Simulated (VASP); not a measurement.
# RbCl (Fm-3m) in VASP: a series of runs

RbCl is run at these levels: PBE, r2SCAN, PBE0; tasks: single point.

Program: VASP 6.6.1. These are calculated values, not measurements. Logs are shortened: lines on timing, memory, paths and dates and some standing lists are left out, and cuts for length are marked.

### Step 1. The cell of the first run

It takes space group Fm-3m (No. 225, cubic). Conventional cell: a = 6.612 Å, b = 6.612 Å, c = 6.612 Å, α = 90.00°, β = 90.00°, γ = 90.00°. Rb (site symmetry m-3m) has 6 Cl at 3.31 Å within 4.3 Å. Within 4.3 Å of Cl (site symmetry m-3m) lie 6 Rb at 3.31 Å.

### Step 2. Single point, PBE

The input, INCAR:

```
SYSTEM = RbCl
PREC = Accurate ; ENCUT = 500
EDIFF = 1E-6 ; ISMEAR = 0
SIGMA = 0.01 ; LREAL = .FALSE.
LASPH = .TRUE. ; NELM = 120
ALGO = Normal ; ISIF = 2
LWAVE = .FALSE. ; LCHARG = .FALSE.
GGA = PE ; NBANDS = 15
GGA_COMPAT = .FALSE.
```

The input, KPOINTS:

```
regular mesh
0
G
  4 4 4
  0 0 0
```

The input, POSCAR:

```
RbCl
1.0
    0.0000000000      3.3058128222      3.3058128222
    3.3058128222      0.0000000000      3.3058128222
    3.3058128222      3.3058128222      0.0000000000
Rb Cl
1 1
Direct
    0.0000000000      0.0000000000      0.0000000000
    0.5000000000      0.5000000000      0.5000000000
```

Potentials or basis: VASP PAW PBE potentials, release 64 (Rb_sv, Cl).

Started as:

```console
$ cat potpaw_PBE.64/Rb_sv/POTCAR potpaw_PBE.64/Cl/POTCAR > POTCAR
$ mpirun -np 1 vasp_std > vasp.out
```

OUTCAR:

```text
SYSTEM = RbCl
   PREC = Accurate
   ENCUT = 500
   EDIFF = 1E-6
   ISMEAR = 0
   LREAL = .FALSE.
   LASPH = .TRUE.
   NELM = 120
   ISIF = 2
   GGA = PE

 ion  position               nearest neighbor table
   1  0.000  0.000  0.000-   2 3.31   2 3.31   2 3.31   2 3.31   2 3.31   2 3.31
   2  0.500  0.500  0.500-   1 3.31   1 3.31   1 3.31   1 3.31   1 3.31   1 3.31

  LATTYP: Found a face centered cubic cell.
 ALAT       =     6.6116256444

  Lattice vectors:

 A1 = (   0.0000000000,   3.3058128222,   3.3058128222)
 A2 = (   3.3058128222,   0.0000000000,   3.3058128222)
 A3 = (   3.3058128222,   3.3058128222,   0.0000000000)

Analysis of symmetry for initial positions (statically):
=====================================================================
 Subroutine PRICEL returns:
 Original cell was already a primitive cell.

 Routine SETGRP: Setting up the symmetry group for a
 face centered cubic supercell.

 Subroutine GETGRP returns: Found 48 space group operations
 (whereof 48 operations were pure point group operations)
 out of a pool of 48 trial point group operations.

The static configuration has the point symmetry O_h .

Analysis of symmetry for dynamics (positions and initial velocities):
=====================================================================
 Subroutine PRICEL returns:
 Original cell was already a primitive cell.

 Routine SETGRP: Setting up the symmetry group for a
 face centered cubic supercell.

 Subroutine GETGRP returns: Found 48 space group operations
 (whereof 48 operations were pure point group operations)
 out of a pool of 48 trial point group operations.

The dynamic configuration has the point symmetry O_h .

 Subroutine INISYM returns: Found 48 space group operations
 (whereof 48 operations are pure point group operations),
 and found     1 'primitive' translations

----------------------------------------------------------------------------------------

                                     Primitive cell

  volume of cell :      72.2545

  direct lattice vectors                    reciprocal lattice vectors
     0.000000000  3.305812822  3.305812822    -0.151248733  0.151248733  0.151248733
     3.305812822  0.000000000  3.305812822     0.151248733 -0.151248733  0.151248733
     3.305812822  3.305812822  0.000000000     0.151248733  0.151248733 -0.151248733

  length of vectors
     4.675125328  4.675125328  4.675125328     0.261970490  0.261970490  0.261970490

  position of ions in fractional coordinates (direct lattice)
     0.000000000  0.000000000  0.000000000
     0.500000000  0.500000000  0.500000000

  ion indices of the primitive-cell ions
   primitive index   ion index
                 1           1
                 2           2
[... 69 lines left out ...]
   EFERMI =   0.00;   METHOD = LEGACY
   ISMEAR =     0;   SIGMA  =   0.01  broadening in eV -4-tet -1-fermi 0-gaus
   EFERMI_NEDOS =   21; number of points for ismear=-14 and -15
   IALGO  =     38    algorithm
   IMIX   =      4    mixing-type and parameters
     AMIX     =   0.40;   BMIX     =  1.00
     AMIX_MAG =   1.60;   BMIX_MAG =  1.00
  volume/ion in A,a.u.               =      36.13       243.80
  Fermi-wavevector in a.u.,A,eV,Ry     =   0.990436  1.871653 13.346827  0.980964
  Thomas-Fermi vector in A             =   2.122107
   LORBIT       =      0    0 simple, 1 ext, 2 COOP (PROOUT), +10 PAW based schemes
   GGA     = PE    functional components
   LHFCALC =     F    Hartree Fock is set to
   AEXX    =    0.0000 exact exchange contribution
   IVDW    =     0    specifies the selected vdW correction
   LEPSILON=     F    determine dielectric tensor
   LRPA    =     F    only Hartree local field effects (RPA)
 non-spin polarized calculation
 Gauss-broadening in eV      SIGMA  =   0.01
  energy-cutoff  :      500.00
  volume of cell :       72.25
 maximum number of plane-waves:      1856
 NGX is ok and might be reduce to    36
   NGX = 17   NGY = 17   NGZ = 17

 number of electron      16.0000002 magnetization

 Free energy of the ion-electron system (eV)
  ---------------------------------------------------
  ext. energy  EPLUGINS =         0.00000000
  ---------------------------------------------------
  free energy    TOTEN  =        -6.66978387 eV

  energy without entropy =       -6.66978387  energy(sigma->0) =       -6.66978387

 E-fermi :  -1.8461     XC(G=0):  -7.2964

 val. band max:       -1.9289067866   @ k =   0.0000   0.0000   0.0000
 cond. band min:       3.0247620475   @ k =   0.0000   0.0000   0.0000
 fundamental gap:      4.9536688341
 Fermi energy:        -1.8461033291

 k-point     1 :       0.0000    0.0000    0.0000
  band No.  band energies     occupation
      1     -25.8846      2.00000
      2     -13.9148      2.00000
      3      -9.9335      2.00000
      4      -9.9335      2.00000
      5      -9.9335      2.00000
      6      -1.9289      2.00000
      7      -1.9289      2.00000
      8      -1.9289      2.00000
      9       3.0248      0.00000
     10       6.0553      0.00000
     11       6.0553      0.00000
     12       6.0553      0.00000
     13       7.0297      0.00000
     14       7.0297      0.00000
[... 113 lines left out ...]
      2     -13.8989      2.00000
      3     -10.1035      2.00000
      4     -10.1035      2.00000
      5      -9.9232      2.00000
      6      -2.3579      2.00000
      7      -2.1678      2.00000
      8      -2.1678      2.00000
      9       5.7239      0.00000
     10       5.7239      0.00000
     11       7.3559      0.00000
     12       7.3686      0.00000
     13       9.5207      0.00000
     14       9.7716      0.00000
     15      10.2863      0.00000

------------------------ aborting loop because EDIFF is reached ----------------------------------------

  FORCE on cell =-STRESS in cart. coord.  units (eV):
  Direction    XX          YY          ZZ          XY          YZ          ZX
  --------------------------------------------------------------------------------------
  -------------------------------------------------------------------------------------
  Total        0.2769529      0.2769529      0.2769529     -0.0000000     -0.0000000      0.0000000
  in kB        6.1411789      6.1411789      6.1411789     -0.0000000     -0.0000000      0.0000000
  external PRESSURE =       6.1411789 kB  Pullay stress =       0.0000000 kB

 VOLUME and BASIS-vectors are now :
 -----------------------------------------------------------------------------
  energy-cutoff  :      500.00
  volume of cell :       72.25
      direct lattice vectors                 reciprocal lattice vectors
     0.000000000  3.305812822  3.305812822    -0.151248733  0.151248733  0.151248733
     3.305812822  0.000000000  3.305812822     0.151248733 -0.151248733  0.151248733
     3.305812822  3.305812822  0.000000000     0.151248733  0.151248733 -0.151248733

 POSITION                                       TOTAL-FORCE (eV/Angst)
 -----------------------------------------------------------------------------------
      0.00000      0.00000      0.00000        -0.000000     -0.000000     -0.000000
      3.30581      3.30581      3.30581         0.000000      0.000000      0.000000
 -----------------------------------------------------------------------------------
    total drift:                                0.000000      0.000000      0.000000

  FREE ENERGIE OF THE ION-ELECTRON SYSTEM (eV)
  ---------------------------------------------------
  free  energy   TOTEN  =        -6.6697838723 eV

  energy  without entropy=       -6.6697838723  energy(sigma->0) =       -6.66978387
```

OSZICAR:

```text
N       E                     dE             d eps       ncg     rms          rms(c)
DAV:   1     0.829562768123E+02    0.82956E+02   -0.67775E+03   240   0.892E+02
DAV:   2    -0.117243335348E+01   -0.84129E+02   -0.77896E+02   319   0.170E+02
DAV:   3    -0.688504225902E+01   -0.57126E+01   -0.56887E+01   317   0.451E+01
DAV:   4    -0.703578721607E+01   -0.15074E+00   -0.15073E+00   352   0.736E+00
DAV:   5    -0.703657817277E+01   -0.79096E-03   -0.79089E-03   331   0.583E-01    0.312E+00
DAV:   6    -0.667657385551E+01    0.36000E+00   -0.51189E-01   303   0.344E+00    0.238E+00
DAV:   7    -0.665396512408E+01    0.22609E-01   -0.12494E-01   317   0.184E+00    0.143E+00
DAV:   8    -0.666804071157E+01   -0.14076E-01   -0.16633E-02   302   0.804E-01    0.173E-01
DAV:   9    -0.666912456288E+01   -0.10839E-02   -0.15206E-03   317   0.203E-01    0.103E-01
DAV:  10    -0.666976199006E+01   -0.63743E-03   -0.56197E-04   254   0.148E-01    0.156E-02
DAV:  11    -0.666977676063E+01   -0.14771E-04   -0.24904E-05   310   0.310E-02    0.961E-03
DAV:  12    -0.666978379531E+01   -0.70347E-05   -0.13170E-05   254   0.220E-02    0.307E-03
DAV:  13    -0.666978387227E+01   -0.76960E-07   -0.17904E-07   274   0.301E-03
   1 F= -.66697839E+01 E0= -.66697839E+01  d E =-.441882E-33
```

Wall time 11 s (1 thread of Intel Xeon Platinum 8259CL at 2.50GHz (Skylake/Cascade Lake), shared host); peak memory 0.19 GiB.

Results:

- Free energy: -6.6698 eV
- Pressure: 0.6 GPa
- Band gap on the k mesh: 4.95 eV, direct

Levels at points of the mesh, in eV from the valence-band top:
| k point | band 4 | band 5 | band 6 | band 7 | band 8 | band 9 | band 10 | band 11 | band 12 | band 13 |
| --- | --- | --- | --- | --- | --- | --- | --- | --- | --- | --- |
| (0.00, 0.00, 0.00) | -8.00 | -8.00 | 0.00 | 0.00 | 0.00 | 4.95 | 7.98 | 7.98 | 7.98 | 8.96 |
| (0.50, 0.00, 0.00) | -8.02 | -7.98 | -0.84 | -0.33 | -0.33 | 7.70 | 7.92 | 10.10 | 10.10 | 11.32 |
| (0.50, 0.50, 0.00) | -8.10 | -8.10 | -0.32 | -0.10 | -0.10 | 6.22 | 8.00 | 9.64 | 10.04 | 10.33 |

As with any semilocal functional, this PBE gap is likely too small.

### Step 3. Single point, PBE

The input, INCAR:

```
ALGO = Normal
EDIFF = 1E-6
ENCUT = 500
GGA = PE
GGA_COMPAT = False
ISIF = 2
ISMEAR = 0
LASPH = True
LCHARG = False
LREAL = False
LWAVE = False
NBANDS = 15
NELM = 120
PREC = Accurate
SIGMA = 0.01
```

The input, KPOINTS:

```
k-points
0
Gamma
  6 6 6
```

POSCAR is that of step 2.

Potentials or basis: VASP PAW PBE potentials, release 64 (Rb_sv, Cl).

Started as:

```console
$ cat potpaw_PBE.64/Rb_sv/POTCAR potpaw_PBE.64/Cl/POTCAR > POTCAR
$ mpirun -np 1 vasp_std > vasp.out
```

Wall time 18 s (1 thread of Intel Xeon Platinum 8259CL at 2.50GHz (Skylake/Cascade Lake), shared host); peak memory 0.2 GiB.

Results (log left out):

```yaml
Free_energy: -6.6699 eV
Pressure: 0.6 GPa
Band_gap_on_the_k_mesh: 4.95 eV, direct
```

Levels at points of the mesh, in eV from the valence-band top:
```csv
k point,band 5,band 6,band 7,band 8,band 9,band 10,band 11,band 12
"(0.00, 0.00, 0.00)",-8.00,0.00,0.00,0.00,4.95,7.98,7.98,7.98
"(0.50, 0.00, 0.00)",-7.98,-0.84,-0.33,-0.33,7.70,7.92,10.10,10.10
"(0.50, 0.50, 0.00)",-8.10,-0.32,-0.10,-0.10,6.22,8.00,9.64,10.04
```

[end of part 1 of 2]
